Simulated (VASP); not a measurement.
Wanted: the native input for a VASP 6.6.1 run.

- Task: relaxation of cell and atoms
- Functional: PBE
- Potentials or basis: VASP PAW PBE potentials, release 64 (Sm_3, O), 4f in core
- Cutoff: 600 eV
- k mesh: 3 × 3 × 6
- Occupations: gaussian, width 0.1 eV
- Spin: no spin polarisation
- Dipole correction: no
- Mended: yes
- Further INCAR settings: ALGO = Normal; EDIFF = 1e-07; IBRION = 2; EDIFFG = -0.04; NSW = 90; ISIF = 3

The structure of Sm3O lies in POSCAR:

```
Sm3O
1.0
    5.8441526217      0.0000000000      0.0000000000
   -2.9220763108      5.0611846340      0.0000000000
    0.0000000000      0.0000000000      3.6132696505
Sm O
3 1
Direct
    0.5000000000      0.0000000000      0.0000000000
    0.0000000000      0.5000000000      0.0000000000
    0.5000000000      0.5000000000      0.0000000000
    0.0000000000      0.0000000000      0.0000000000
```

The cell was built from a structure type or drawn by symmetry, and may not be a known phase.

One way to write it, as run:

INCAR

```
SYSTEM = Sm3O
PREC = Accurate
ENCUT = 600
EDIFF = 1E-7
ISMEAR = 0
SIGMA = 0.1
LREAL = .FALSE.
LASPH = .TRUE.
NELM = 200
ALGO = Normal
ISIF = 3
LWAVE = .FALSE.
LCHARG = .FALSE.
GGA = PE
IBRION = 2
NSW = 90
EDIFFG = -0.04
GGA_COMPAT = .FALSE.
NELMIN = 4
LMAXMIX = 6
```

KPOINTS

```
regular mesh
0
G
  3 3 6
  0 0 0
```

Potentials or basis: VASP PAW PBE potentials, release 64 (Sm_3, O), 4f in core.

The run is started by

```console
$ cat potpaw_PBE.64/Sm_3/POTCAR potpaw_PBE.64/O/POTCAR > POTCAR
$ mpirun -np 1 vasp_std > vasp.out
```

Results of the run:

```
Relaxed volume                        : 26.12 Å³/atom
Relaxed cell                          : a = 5.896 Å, b = 5.896 Å, c = 3.471 Å, α = 90.00°, β = 90.00°, γ = 120.00°
Space group after relaxing (to 0.1 Å) : P6/mmm (No. 191)
Energy gained by relaxing             : 8.0 meV/atom
Ionic steps                           : 5
Pressure after relaxing               : -0.1 GPa
Band gap on the k mesh                : zero (an odd number of electrons rules out a gap without spin polarisation)
```

Caveat: the k points lie up to 0.41 Å⁻¹ apart in the final cell, too coarse for converged energies and pressures of a metal; spin-orbit coupling is left out, which moves the levels of the heavy elements; the 4f electrons are frozen in the core, so they carry no moment and show no levels; an odd number of electrons without spin polarisation forces a metal; a magnetic or distorted state may lie lower; the run has no spin polarisation, though such a crystal can be magnetic.

It took 120 s on 1 thread of Intel(R) Xeon(R) Platinum 8375C CPU @ 2.90GHz (Ice Lake), with other jobs on the host, peak memory 0.27 GiB.
